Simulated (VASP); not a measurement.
# Co (Fm-3m) in VASP: notebook

Co is run at these levels: RPBE; tasks: single point, relaxation of cell and atoms.

All numbers are computed with VASP 6.6.1; they aren't measurements. Logs are shortened: lines on timing, memory, paths and dates and some standing lists are left out, and cuts for length are marked.

## Step 1: The cell of the first run

Symmetry: Fm-3m, No. 225, cubic system. The conventional cell has a = 3.691 Å, b = 3.691 Å, c = 3.691 Å, α = 90.00°, β = 90.00°, γ = 90.00°. Co (site symmetry m-3m) has 12 Co at 2.61 Å within 3.4 Å.

## Step 2: Single point, RPBE, collinear spin, ferromagnetic start (volume scaled by 1.12)

Contents of INCAR:

```
SYSTEM = Co
ALGO = Normal ; EDIFF = 1E-6
ENCUT = 520 ; GGA = RP
ISIF = 2 ; ISMEAR = -1
ISPIN = 2 ; LASPH = .True.
LCHARG = .True. ; LELF = .True.
LMAXMIX = 4 ; LORBIT = 11
LREAL = .False. ; LVHAR = .True.
LWAVE = .False. ; MAGMOM = 1.772
NBANDS = 14 ; NELM = 150
PREC = Accurate ; SIGMA = 0.05
```

Contents of KPOINTS:

```
k-points
0
Gamma
  17 17 17
  0 0 0
```

Contents of POSCAR:

```
Co
1.0
    0.0000000000      1.8452909956      1.8452909956
    1.8452909956      0.0000000000      1.8452909956
    1.8452909956      1.8452909956      0.0000000000
Co
1
Direct
    0.0000000000      0.0000000000      0.0000000000
```

Potentials or basis: VASP PAW PBE potentials, release 64 (Co).

Launch:

```
$ cat potpaw_PBE.64/Co/POTCAR > POTCAR
$ mpirun -np 1 vasp_std > vasp.out
```

OUTCAR:

```text
SYSTEM = Co
   EDIFF = 1E-6
   ENCUT = 520
   GGA = RP
   ISIF = 2
   ISMEAR = -1
   ISPIN = 2
   LASPH = .True.
   LORBIT = 11
   LREAL = .False.
   NELM = 150
   PREC = Accurate

 ion  position               nearest neighbor table
   1  0.000  0.000  0.000-

  LATTYP: Found a face centered cubic cell.
 ALAT       =     3.6905819912

  Lattice vectors:

 A1 = (   0.0000000000,   1.8452909956,   1.8452909956)
 A2 = (   1.8452909956,   0.0000000000,   1.8452909956)
 A3 = (   1.8452909956,   1.8452909956,   0.0000000000)

Analysis of symmetry for initial positions (statically):
=====================================================================
 Subroutine PRICEL returns:
 Original cell was already a primitive cell.

 Routine SETGRP: Setting up the symmetry group for a
 face centered cubic supercell.

 Subroutine GETGRP returns: Found 48 space group operations
 (whereof 48 operations were pure point group operations)
 out of a pool of 48 trial point group operations.

The static configuration has the point symmetry O_h .

Analysis of symmetry for dynamics (positions and initial velocities):
=====================================================================
 Subroutine PRICEL returns:
 Original cell was already a primitive cell.

 Routine SETGRP: Setting up the symmetry group for a
 face centered cubic supercell.

 Subroutine GETGRP returns: Found 48 space group operations
 (whereof 48 operations were pure point group operations)
 out of a pool of 48 trial point group operations.

The dynamic configuration has the point symmetry O_h .

Analysis of structural, dynamic, and magnetic symmetry:
=====================================================================
 Subroutine PRICEL returns:
 Original cell was already a primitive cell.

 Routine SETGRP: Setting up the symmetry group for a
 face centered cubic supercell.

 Subroutine GETGRP returns: Found 48 space group operations
 (whereof 48 operations were pure point group operations)
 out of a pool of 48 trial point group operations.

The overall configuration has the point symmetry O_h .

 Subroutine INISYM returns: Found 48 space group operations
 (whereof 48 operations are pure point group operations),
 and found     1 'primitive' translations

----------------------------------------------------------------------------------------

                                     Primitive cell

  volume of cell :      12.5668

  direct lattice vectors                    reciprocal lattice vectors
     0.000000000  1.845290996  1.845290996    -0.270959974  0.270959974  0.270959974
     1.845290996  0.000000000  1.845290996     0.270959974 -0.270959974  0.270959974
     1.845290996  1.845290996  0.000000000     0.270959974  0.270959974 -0.270959974

  length of vectors
     2.609635553  2.609635553  2.609635553     0.469316442  0.469316442  0.469316442

  position of ions in fractional coordinates (direct lattice)
     0.000000000  0.000000000  0.000000000

  ion indices of the primitive-cell ions
   primitive index   ion index
                 1           1

----------------------------------------------------------------------------------------

 KPOINTS: k-points

Automatic generation of k-mesh.
 Grid dimensions read from file:
 generate k-points for:   17   17   17

 Generating k-lattice:

  Cartesian coordinates                     Fractional coordinates (reciprocal lattice)
    -0.015938822  0.015938822  0.015938822     0.058823529  0.000000000  0.000000000
     0.015938822 -0.015938822  0.015938822     0.000000000  0.058823529  0.000000000
     0.015938822  0.015938822 -0.015938822     0.000000000  0.000000000  0.058823529

  Length of vectors
     0.027606850  0.027606850  0.027606850

  Shift w.r.t. Gamma in fractional coordinates (k-lattice)
     0.000000000  0.000000000  0.000000000

 Subroutine IBZKPT returns following result:
 ===========================================

 Found    165 irreducible k-points:

 Following reciprocal coordinates:
            Coordinates               Weight
  0.000000  0.000000  0.000000      1.000000
  0.058824  0.000000  0.000000      8.000000
  0.117647  0.000000  0.000000      8.000000
  0.176471  0.000000  0.000000      8.000000
  0.235294  0.000000  0.000000      8.000000
  0.294118  0.000000  0.000000      8.000000
[... 16 lines left out ...]
 -0.176471  0.058824  0.000000     24.000000
 -0.117647  0.058824  0.000000     24.000000
 [... further k-points ...]
   k-points           NKPTS =    165   k-points in BZ     NKDIM =    165   number of bands    NBANDS=     14
   number of dos      NEDOS =    301   number of ions     NIONS =      1
   total plane-waves  NPLWV =   8000
   dimension x,y,z NGX =    20 NGY =   20 NGZ =   20
   dimension x,y,z NGXF=    40 NGYF=   40 NGZF=   40
   ions per type =               1
   NGX,Y,Z   is equivalent  to a cutoff of  12.74, 12.74, 12.74 a.u.
   NGXF,Y,Z  is equivalent  to a cutoff of  25.48, 25.48, 25.48 a.u.
 SYSTEM =  Co
   PREC   = accura    normal or accurate (medium, high low for compatibility)
   ISTART =      0    job   : 0-new  1-cont  2-samecut
   ICHARG =      2    charge: 1-file 2-atom 10-const
   ISPIN  =      2    spin polarized calculation?
   LNONCOLLINEAR =      F non collinear calculations
   LSORBIT =      F    spin-orbit coupling
   LASPH  =      T    aspherical Exc in radial PAW
   ENCUT  =  520.0 eV  38.22 Ry    6.18 a.u.   4.85  4.85  4.85*2*pi/ulx,y,z
   NELM   =    150;   NELMIN=  2; NELMDL= -5     # of ELM steps
   EDIFF  = 0.1E-05   stopping-criterion for ELM
   LREAL  =      F    real-space projection
   EDIFFG = 0.1E-04   stopping-criterion for IOM
   NSW    =      0    number of steps for IOM
   IBRION =     -1    ionic relax: 0-MD 1-quasi-New 2-CG
   NFREE  =      0    steps in history (QN), initial steepest desc. (CG)
   ISIF   =      2    stress and relaxation
   ISYM   =      2    0-nonsym 1-usesym 2-fastsym
   POTIM  = 0.5000    time-step for ionic-motion
   TEBEG  =    0.0;   TEEND  =   0.0 temperature during run
   PSTRESS=    0.0 pullay stress
   NELECT =       9.0000    total number of electrons
   NUPDOWN=      -1.0000    fix difference up-down
   EMIN   =  10.00;   EMAX   =-10.00  energy-range for DOS
   EFERMI =   0.00;   METHOD = LEGACY
   ISMEAR =    -1;   SIGMA  =   0.05  broadening in eV -4-tet -1-fermi 0-gaus
   EFERMI_NEDOS =   21; number of points for ismear=-14 and -15
   IALGO  =     38    algorithm
   IMIX   =      4    mixing-type and parameters
     AMIX     =   0.40;   BMIX     =  1.00
     AMIX_MAG =   1.60;   BMIX_MAG =  1.00
  volume/ion in A,a.u.               =      12.57        84.80
  Fermi-wavevector in a.u.,A,eV,Ry     =   1.464696  2.767874 29.189043  2.145334
  Thomas-Fermi vector in A             =   2.580641
   LORBIT       =     11    0 simple, 1 ext, 2 COOP (PROOUT), +10 PAW based schemes
   GGA     = RP    functional components
   LHFCALC =     F    Hartree Fock is set to
   AEXX    =    0.0000 exact exchange contribution
   IVDW    =     0    specifies the selected vdW correction
   LEPSILON=     F    determine dielectric tensor
   LRPA    =     F    only Hartree local field effects (RPA)
 spin polarized calculation
  energy-cutoff  :      520.00
  volume of cell :       12.57
 maximum number of plane-waves:       347
   NGX =  9   NGY =  9   NGZ =  9

 number of electron       8.9999995 magnetization       1.7515274

 Free energy of the ion-electron system (eV)
  ---------------------------------------------------
  ext. energy  EPLUGINS =         0.00000000
  ---------------------------------------------------
  free energy    TOTEN  =        -6.42781163 eV

  energy without entropy =       -6.41632686  energy(sigma->0) =       -6.42206924

 E-fermi :   8.6184     XC(G=0): -12.4473

 val. band max:        8.6143309612   @ k =  -0.2941   0.1765   0.0000
 cond. band min:       8.6202704404   @ k =  -0.1765   0.1765   0.0588
 fundamental gap:      0.0059394792
 Fermi energy:         8.6183987309

 spin component 1

 k-point     1 :       0.0000    0.0000    0.0000
  band No.  band energies     occupation
      1       0.4173      1.00000
      2       5.9871      1.00000
      3       5.9871      1.00000
      4       5.9871      1.00000
      5       6.7120      1.00000
      6       6.7120      1.00000
      7      30.3614      0.00000
      8      33.6362      0.00000
      9      33.6362      0.00000
     10      33.6362      0.00000
     11      36.3067      0.00000
     12      36.3067      0.00000
     13      36.3067      0.00000
     14      39.2366      0.00000
[... 375 lines left out ...]
 k-point    24 :      -0.1176    0.0588    0.0000
  band No.  band energies     occupation
      1       1.1804      1.00000
      2       5.8112      1.00000
      3       6.1246      1.00000
      4       6.1286      1.00000
      5       6.5968      1.00000
      6       6.7688      1.00000
      7      27.0330      0.00000
      8      29.4102      0.00000
      9      32.5269      0.00000
     10      34.1720      0.00000
     11      36.2336      0.00000
     12      36.9781      0.00000
     13      39.5478      0.00000
     14      40.4049      0.00000

 [... further k-points ...]

 spin component 2

 k-point     1 :       0.0000    0.0000    0.0000
  band No.  band energies     occupation
      1       0.3568      1.00000
      2       7.6650      1.00000
      3       7.6650      1.00000
      4       7.6650      1.00000
      5       8.9481      0.00137
      6       8.9481      0.00137
      7      29.8895      0.00000
      8      33.7848      0.00000
      9      33.7848      0.00000
     10      33.7848      0.00000
     11      36.4967      0.00000
     12      36.4967      0.00000
     13      36.4967      0.00000
     14      38.7141      0.00000
[... 375 lines left out ...]
 k-point    24 :      -0.1176    0.0588    0.0000
  band No.  band energies     occupation
      1       1.1250      1.00000
      2       7.4250      1.00000
      3       7.8316      1.00000
      4       7.8357      1.00000
      5       8.7958      0.02799
      6       8.9780      0.00075
      7      27.1479      0.00000
      8      29.4599      0.00000
      9      32.4707      0.00000
     10      34.3555      0.00000
     11      36.0667      0.00000
     12      37.0781      0.00000
     13      40.0709      0.00000
     14      40.2843      0.00000

 [... further k-points ...]
[... 5 lines left out ...]
  --------------------------------------------------------------------------------------
  -------------------------------------------------------------------------------------
  Total       -1.2849816     -1.2849816     -1.2849816      0.0000000      0.0000000      0.0000000
  in kB     -163.8260345   -163.8260345   -163.8260345      0.0000000      0.0000000      0.0000000
  external PRESSURE =    -163.8260345 kB  Pullay stress =       0.0000000 kB

 VOLUME and BASIS-vectors are now :
 -----------------------------------------------------------------------------
  energy-cutoff  :      520.00
  volume of cell :       12.57
      direct lattice vectors                 reciprocal lattice vectors
     0.000000000  1.845290996  1.845290996    -0.270959974  0.270959974  0.270959974
     1.845290996  0.000000000  1.845290996     0.270959974 -0.270959974  0.270959974
     1.845290996  1.845290996  0.000000000     0.270959974  0.270959974 -0.270959974

 POSITION                                       TOTAL-FORCE (eV/Angst)
 -----------------------------------------------------------------------------------
      0.00000      0.00000      0.00000         0.000000      0.000000      0.000000
 -----------------------------------------------------------------------------------
    total drift:                                0.000000     -0.000000     -0.000000

  FREE ENERGIE OF THE ION-ELECTRON SYSTEM (eV)
  ---------------------------------------------------
  free  energy   TOTEN  =        -6.4278116282 eV

  energy  without entropy=       -6.4163268581  energy(sigma->0) =       -6.42206924

 total charge

# of ion       s       p       d       tot
------------------------------------------
    1        0.436   0.413   7.172   8.021

 magnetization (x)

# of ion       s       p       d       tot
------------------------------------------
    1       -0.011  -0.048   1.858   1.800
```

Wall time 40 s (1 thread of Intel Xeon Platinum 8488C (Sapphire Rapids), shared host); peak memory 0.16 GiB.

Results:

* Free energy: -6.4278 eV
* Pressure: -16.4 GPa
* Net moment: 1.75 μB per cell
* Site moments: Co +1.80 μB
* Valence electrons inside the program's atomic spheres: Co 8.02

Caveat: the cell differs from its parent crystal (volume scaled by 1.12); the PAW data sets were made with another functional, which shifts forces and pressure a little.

## Step 3: Relaxation of cell and atoms, RPBE, collinear spin, ferromagnetic start

This run uses another cell than the first one, of 11.07 Å³/atom, 0.881 times its volume.

Contents of INCAR:

```
PREC = Accurate ; ENCUT = 600
EDIFF = 1E-7 ; ISMEAR = -1
SIGMA = 0.05 ; LREAL = F
LASPH = T ; NELM = 150
ALGO = Normal ; ISIF = 3
LWAVE = F ; LCHARG = F
ISPIN = 2 ; MAGMOM = 1.7
LORBIT = 11 ; LMAXMIX = 4
GGA = RP ; IBRION = 2
NSW = 80 ; EDIFFG = -0.01
```

Contents of KPOINTS:

```
regular mesh
0
Gamma
  15 15 15
```

Contents of POSCAR:

```
Co
1.0
    0.0000000000      1.7691019796      1.7691019796
    1.7691019796      0.0000000000      1.7691019796
    1.7691019796      1.7691019796      0.0000000000
Co
1
Direct
    0.0000000000      0.0000000000      0.0000000000
```

Potentials or basis: VASP PAW PBE potentials, release 64 (Co).

Launch:

```
$ cat potpaw_PBE.64/Co/POTCAR > POTCAR
$ mpirun -np 1 vasp_std > vasp.out
```

OUTCAR:

```text
PREC = Accurate
   ENCUT = 600
   EDIFF = 1E-7
   ISMEAR = -1
   LREAL = F
   LASPH = T
   NELM = 150
   ISIF = 3
   ISPIN = 2
   LORBIT = 11
   GGA = RP
   IBRION = 2
   NSW = 80
   EDIFFG = -0.01

 ion  position               nearest neighbor table
   1  0.000  0.000  0.000-

  LATTYP: Found a face centered cubic cell.
 ALAT       =     3.5382039592

  Lattice vectors:

 A1 = (   0.0000000000,   1.7691019796,   1.7691019796)
 A2 = (   1.7691019796,   0.0000000000,   1.7691019796)
 A3 = (   1.7691019796,   1.7691019796,   0.0000000000)

Analysis of symmetry for initial positions (statically):
=====================================================================
 Subroutine PRICEL returns:
 Original cell was already a primitive cell.

 Routine SETGRP: Setting up the symmetry group for a
 face centered cubic supercell.
[... 838 lines left out ...]
--------------------------------------- Ionic step        3  -------------------------------------------

 number of electron       9.0000003 magnetization       1.6686338

 Free energy of the ion-electron system (eV)
  ---------------------------------------------------
  ext. energy  EPLUGINS =         0.00000000
  ---------------------------------------------------
  free energy    TOTEN  =        -6.50675496 eV

  energy without entropy =       -6.49670011  energy(sigma->0) =       -6.50172754

 E-fermi :  10.0892     XC(G=0): -13.1119

 val. band max:       10.0870818359   @ k =   0.2000   0.1333   0.0667
 cond. band min:      10.0892860583   @ k =   0.4000   0.2667   0.1333
 fundamental gap:      0.0022042224
 Fermi energy:        10.0892173715

 spin component 1

 k-point     1 :       0.0000    0.0000    0.0000
  band No.  band energies     occupation
      1       1.2562      1.00000
      2       7.3541      1.00000
      3       7.3541      1.00000
      4       7.3541      1.00000
      5       8.3081      1.00000
      6       8.3081      1.00000
      7      32.8442      0.00000
      8      36.9925      0.00000
      9      36.9925      0.00000
[... 596 lines left out ...]
  FREE ENERGIE OF THE ION-ELECTRON SYSTEM (eV)
  ---------------------------------------------------
  free  energy   TOTEN  =        -6.5067549563 eV

  energy  without entropy=       -6.4967001138  energy(sigma->0) =       -6.50172754

 reached required accuracy - stopping structural energy minimisation

 total charge

# of ion       s       p       d       tot
------------------------------------------
    1        0.480   0.500   7.234   8.213

 magnetization (x)

# of ion       s       p       d       tot
------------------------------------------
    1       -0.013  -0.052   1.761   1.695
```

OSZICAR:

```text
N       E                     dE             d eps       ncg     rms          rms(c)
DAV:   1     0.224865676030E+02    0.22487E+02   -0.45746E+03  4352   0.131E+03
[... 30 lines left out ...]
DAV:   3    -0.650707859974E+01    0.25813E-02   -0.18202E-02  4506   0.213E+00    0.274E-01
DAV:   4    -0.650690100051E+01    0.17760E-03   -0.47662E-05  4627   0.910E-02    0.818E-02
DAV:   5    -0.650675461666E+01    0.14638E-03   -0.19987E-04  6180   0.117E-01    0.168E-02
DAV:   6    -0.650675604527E+01   -0.14286E-05   -0.24802E-06  5351   0.169E-02    0.984E-03
DAV:   7    -0.650675521909E+01    0.82619E-06   -0.88729E-07  4489   0.152E-02    0.246E-03
DAV:   8    -0.650675495631E+01    0.26277E-06   -0.23208E-08  2195   0.259E-03    0.643E-04
DAV:   9    -0.650675495627E+01    0.40018E-10   -0.34887E-09  2192   0.641E-04
   3 F= -.65067550E+01 E0= -.65017275E+01  d E =-.768801E-03  mag=     1.6686
```

CONTCAR:

```text
Co
   1.00000000000000
     0.0000000000000000    1.7753131032729101    1.7753131032729101
     1.7753131032729101    0.0000000000000000    1.7753131032729101
     1.7753131032729101    1.7753131032729101   -0.0000000000000000
  Co
     1
Direct
     0.0000000000000000    0.0000000000000000    0.0000000000000000

  0.00000000E+00  0.00000000E+00  0.00000000E+00
```

It took 46 s on 1 thread of Intel Xeon Platinum 8488C (Sapphire Rapids), shared host; peak memory 0.15 GiB.

Results:

- Free energy: -6.5068 eV
- Relaxed volume: 11.19 Å³/atom
- Relaxed cell: a = 2.511 Å, b = 2.511 Å, c = 2.511 Å, α = 60.00°, β = 60.00°, γ = 60.00°
- Space group after relaxing (to 0.05 Å): Fm-3m (No. 225)
- Energy gained by relaxing: 0.8 meV/atom
- Ionic steps: 3
- Pressure after relaxing: 0.0 GPa
- Net moment: 1.67 μB per cell
- Site moments: Co +1.70 μB
- Valence electrons inside the program's atomic spheres: Co 8.21

The path:
| step | energy change (eV) | largest force (eV/Å) | pressure (GPa) | volume (Å³) |
| --- | --- | --- | --- | --- |
| 1 | 0.0000 | 0.0000 | 2.14 | 11.07 |
| 2 | 0.0000 | 0.0000 | -2.02 | 11.31 |
| 3 | -0.0008 | 0.0000 | 0.03 | 11.19 |

Final structure:
```yaml
crystal:
  lattice:
    - [0.00000, 1.77531, 1.77531]
    - [1.77531, 0.00000, 1.77531]
    - [1.77531, 1.77531, 0.00000]
  atoms:
    - { symbol: Co, position: [0.00000, 0.00000, 0.00000] }
```

Levels at points of the mesh, in eV from the Fermi level:
Spin up:
```csv
k point,band 3,band 4,band 5,band 6,band 7,band 8
"(0.00, 0.00, 0.00)",-2.74,-2.74,-1.78,-1.78,22.75,26.90
```
Spin down:
| k point | band 2 | band 3 | band 4 | band 5 | band 6 | band 7 |
| --- | --- | --- | --- | --- | --- | --- |
| (0.00, 0.00, 0.00) | -1.11 | -1.11 | -1.11 | 0.32 | 0.32 | 22.33 |

Caveat: the PAW data sets were made with another functional, which shifts forces and pressure a little.

## Step 4: Single point, RPBE, collinear spin, ferromagnetic start

This run uses another cell than the first one, of 11.22 Å³/atom, 0.893 times its volume.

Contents of INCAR:

```
PREC = Accurate ; ENCUT = 520
EDIFF = 1E-7 ; ISMEAR = -1
SIGMA = 0.05 ; LREAL = False
LASPH = True ; NELM = 150
ALGO = Normal ; ISIF = 2
LWAVE = False ; LCHARG = False
ISPIN = 2 ; MAGMOM = 1.758
LORBIT = 11 ; LMAXMIX = 4
GGA = RP ; NBANDS = 14
```

Contents of KPOINTS:

```
Automatic mesh
0
Gamma
  25 25 25
```

Contents of POSCAR:

```
Co
1.0
    0.0000000000      1.7768830926      1.7768830926
    1.7768830926      0.0000000000      1.7768830926
    1.7768830926      1.7768830926      0.0000000000
Co
1
Direct
    0.0000000000      0.0000000000      0.0000000000
```

Launch:

```
$ cat potpaw_PBE.64/Co/POTCAR > POTCAR
$ mpirun -np 1 vasp_std > vasp.out
```

It took 2.3 min on 1 thread of Intel Xeon Platinum 8488C (Sapphire Rapids), shared host; peak memory 0.22 GiB.

The run converged. Its results:

```yaml
Free_energy: -6.5062 eV
Pressure: -0.2 GPa
Net_moment: 1.68 μB per cell
Site_moments: Co +1.71 μB
Valence_electrons_inside_the_program's_atomic_spheres: Co 8.21
```

Levels at points of the mesh, in eV from the Fermi level:
Spin up:
```tsv
k point	band 1	band 2	band 3	band 4	band 5	band 6	band 7	band 8	band 9	band 10
(0.00, 0.00, 0.00)	-8.82	-2.74	-2.74	-2.74	-1.79	-1.79	22.73	26.85	26.85	26.85
```
Spin down:
```tsv
k point	band 2	band 3	band 4	band 5	band 6	band 7
(0.00, 0.00, 0.00)	-1.10	-1.10	-1.10	0.32	0.32	22.31
```

Caveat: the PAW data sets were made with another functional, which shifts forces and pressure a little.

(Continued in part 2 of 2.)
